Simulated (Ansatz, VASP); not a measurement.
**MgI2 in VASP and in Ansatz**

File INCAR:

```
ALGO     = Normal         # electronic algorithm
EDIFF    = 1E-6           # SCF threshold, eV
ENCUT    = 520            # plane-wave cutoff, eV
GGA      = CA             # functional
ISIF     = 2              # what is computed and relaxed
ISMEAR   = -1             # smearing method
LASPH    = True           # aspherical terms in the spheres
LCHARG   = False          # write CHGCAR
LREAL    = False          # projectors in reciprocal space
LWAVE    = False          # write WAVECAR
NBANDS   = 15             # bands
NELM     = 60             # most SCF steps
PREC     = Accurate       # precision mode
SIGMA    = 0.05           # smearing width, eV
```

The input KPOINTS:

```
k-points
0
Gamma
  8 8 4
```

Contents of POSCAR:

```
MgI2
1.0
    4.0554864901      0.0000000000      0.0000000000
   -2.0277432450      3.5121543251      0.0000000000
    0.0000000000      0.0000000000      6.7395524280
I Mg
2 1
Direct
    0.6666666667      0.3333333333      0.7500000000
    0.3333333333      0.6666666667      0.2500000000
    0.0000000000      0.0000000000      0.0000000000
```

input.yaml

```yaml
crystal:
  lattice:
    - [4.0554864901, 0.0, 0.0]
    - [-2.027743245, 3.5121543251, 0.0]
    - [0.0, 0.0, 6.739552428]
  atoms:
    - { symbol: I, position: [0.6666666667, 0.3333333333, 0.75] }
    - { symbol: I, position: [0.3333333333, 0.6666666667, 0.25] }
    - { symbol: Mg, position: [0.0, 0.0, 0.0] }
kpoints:
  mp_grid: { grid: [8, 8, 4] }
scf:
  occupations: { method: fermi_dirac, width: 0.05 }
hamiltonian:
  xc: lda
  pseudopotentials: { kind: all_electron, lapw: { basis_error: 0.002 } }
output:
  forces: true
  stress: true
  eigenvalues: true
```

Change from the starting cell: volume scaled by 0.94.

Alike in both runs: task single point; functional LDA; k mesh 8 × 8 × 4; occupations fermi-dirac, width 0.05 eV; no spin polarisation.

```csv
,VASP,Ansatz
version,VASP 6.6.1,Ansatz 0.2.0
potentials or method,"VASP PAW LDA potentials, release 64 (I, Mg), cutoff 520 eV","all-electron LAPW, scalar-relativistic"
```

|  | VASP | Ansatz | Ansatz less VASP |
| --- | --- | --- | --- |
| gap on the k mesh at the Fermi level (eV) | 3.37 | 3.38 | +0.016 |
| least direct gap on the mesh (eV) | 3.64 | 3.63 | -0.013 |
| pressure (GPa) | -0.3 | -0.1 | +0.13 |
| traceless stress, the component that is largest in VASP (GPa) | -0.41 | -0.43 | -0.019 |
| rms of the force components (eV/Å) | 0.056 | 0.050 | -0.0058 |

LDA's correlation is that of Perdew and Zunger in VASP and of Perdew and Wang (1992) in Ansatz. Atom by atom the forces differ by 0.006 eV/Å (rms over components). Ansatz ran all-electron here, and VASP with PAW potentials.

Neither program's run includes spin-orbit coupling.
